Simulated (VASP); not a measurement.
Write the native input for VASP 6.6.1 that does the following.

* Task: single point
* Functional: PBE
* Potentials or basis: VASP PAW PBE potentials, release 64 (Zr_sv, Pb_d, O_h)
* Cutoff: 1340 eV
* k mesh: 3 × 3 × 2
* Occupations: gaussian, width 0.15 eV
* Spin: no spin polarisation
* Dipole correction: no
* Further INCAR settings: ALGO = Normal; EDIFF = 1e-06; NBANDS = 45

The structure of ZrPb2O5 lies in POSCAR:

```
ZrPb2O5
1.0
    5.8580972027     -0.0000000031      0.0000000000
   -2.9290485986      5.0732609969      0.0000000000
    0.0000000000      0.0000000000      4.8762825575
Zr Pb O
1 2 5
Direct
    0.0000000000      0.0000000000      0.5000000000
    0.3333333333      0.6666666667      0.5000000000
    0.6666666667      0.3333333333      0.5000000000
    0.0000000000      0.0000000000      0.8710735053
    0.0000000000      0.0000000000      0.1289264947
    0.5000000000      0.0000000000      0.0000000000
    0.0000000000      0.5000000000      0.0000000000
    0.5000000000      0.5000000000      0.0000000000
```

The cell was generated, and may not be a known phase.

One way to write it, as run:

INCAR

```
PREC = Accurate
ENCUT = 1340
EDIFF = 1E-6
ISMEAR = 0
SIGMA = 0.15
LREAL = F
LASPH = T
NELM = 120
ALGO = Normal
ISIF = 2
LWAVE = F
LCHARG = F
GGA = PE
NBANDS = 45
GGA_COMPAT = F
```

KPOINTS

```
regular mesh
0
Gamma
  3 3 2
```

Potentials or basis: VASP PAW PBE potentials, release 64 (Zr_sv, Pb_d, O_h).

Launch:

```sh
$ cat potpaw_PBE.64/Zr_sv/POTCAR potpaw_PBE.64/Pb_d/POTCAR potpaw_PBE.64/O_h/POTCAR > POTCAR
$ mpirun -np 1 vasp_std > vasp.out
```

It gave:

```json
{
  "Pressure": "0.0 GPa",
  "Largest force": "0.026 eV/Å",
  "Band gap on the k mesh": "zero (bands 35 and 36 overlap by 0.44 eV)"
}
```

Caveat: the k points lie up to 0.64 Å⁻¹ apart; spin-orbit coupling is left out, which moves the levels of the heavy elements.

It took 3.1 min on 1 thread of Intel(R) Xeon(R) Platinum 8559C (Emerald Rapids), on a shared host, peak memory 0.65 GiB.
